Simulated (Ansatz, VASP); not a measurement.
## CuI in VASP and in Ansatz

```xyz
2
Lattice="0.0000 3.0315 3.0315 3.0315 0.0000 3.0315 3.0315 3.0315 0.0000" Properties=species:S:1:pos:R:3 pbc="T T T"
I     0.0000    0.0000    0.0000
Cu    1.5157    1.5157    1.5157
```

Alike in both runs: functional revPBE; k mesh 8 × 8 × 8; occupations fermi-dirac, width 0.1 eV; non-collinear spin, spin-orbit coupling.

|  | VASP | Ansatz |
| --- | --- | --- |
| version | VASP 6.6.1 | Ansatz 0.2.0 |
| potentials or method | VASP PAW PBE potentials, release 64 (I, Cu) | Ansatz PAW |
| plane-wave cutoff (eV) | 600 | 420 |
| valence electrons in the cell | 18 | 36 |
| task | single point | electron localisation function |

```tsv
	VASP	Ansatz	Ansatz less VASP
pressure (GPa)	1.9	1.9	-0.05
```

VASP's potentials were made for PBE, not for revPBE. VASP's potentials hold 18 valence electrons a cell and Ansatz's 36, so a difference there can come from the potentials and not from the codes.
